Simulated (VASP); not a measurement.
A run of VASP 6.6.1 is set up as follows.

File POSCAR:

```
Al
1.0
    2.8221979698      0.0000000000      0.0000000000
   -1.4110989849      2.4440951364      0.0000000000
    0.0000000000      0.0000000000      9.2620593388
Al
4
Direct
    0.0000000000      0.0000000000      0.0000000000
    0.3333333333      0.6666666667      0.2500000000
    0.0000000000      0.0000000000      0.5000000000
    0.6666666667      0.3333333333      0.7500000000
```

The input INCAR.step1:

```
ALGO = Normal ; EDIFF = 1E-4
ENCUT = 520 ; GGA = PE
ISMEAR = 0 ; LASPH = T
LCHARG = F ; LREAL = F
LWAVE = T ; NBANDS = 14
NELM = 60 ; PREC = Accurate
SIGMA = 0.1
```

File INCAR.step2:

```
ALGO = Normal ; EDIFF = 1E-6
ENCUT = 520 ; ISIF = 2
ISMEAR = 0 ; ISTART = 1
LASPH = T ; LCHARG = F
LMIXTAU = T ; LREAL = F
LWAVE = F ; METAGGA = R2SCAN
NBANDS = 14 ; NELM = 60
PREC = Accurate ; SIGMA = 0.1
```

KPOINTS

```
k-points
0
Gamma
  18 18 6
```

Potentials or basis: VASP PAW PBE potentials, release 64 (Al).

Run with:

```console
$ cat potpaw_PBE.64/Al/POTCAR > POTCAR
$ cp INCAR.step1 INCAR
$ mpirun -np 1 vasp_std > vasp.out
$ cp INCAR.step2 INCAR
$ mpirun -np 1 vasp_std > vasp.out
```

Task: Predict the band gap on the k mesh.

Result: Zero (bands 6 and 7 overlap by 5.79 eV).

Task: Predict the pressure.

Result: -0.3 GPa.

Caveat: the PAW data sets were made with another functional, which shifts forces and pressure a little.
